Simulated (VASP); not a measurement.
Crystal: BaTe.

```
Ba Te
1.0
     0.00000    3.47688    3.47688
     3.47688    0.00000    3.47688
     3.47688    3.47688    0.00000
Ba Te
1 1
Direct
  0.00000 0.00000 0.00000
  0.50000 0.50000 0.50000
```

Base run:

- Program: VASP 6.6.1
- Functional: LDA
- Potentials or basis: VASP PAW LDA potentials, release 64 (Ba_sv, Te)
- Cutoff: 520 eV
- k mesh: 7 × 7 × 7
- Occupations: fermi-dirac, width 0.05 eV
- Spin: no spin polarisation

Its results: band gap on the k mesh 1.40 eV, indirect (least direct gap 1.78 eV); pressure -0.8 GPa.

Problem. The run is repeated on the same cell with these changes: functional from LDA to PBE; potentials or basis from VASP PAW LDA potentials, release 64 (Ba_sv, Te) to VASP PAW PBE potentials, release 64 (Ba_sv, Te). What comes out?

Solution. Band gap on the k mesh 1.52 eV, indirect (least direct gap 1.91 eV); pressure 1.9 GPa.

Caveats: spin-orbit coupling is left out, which moves the levels of the heavy elements.

A k mesh can miss the band edges.
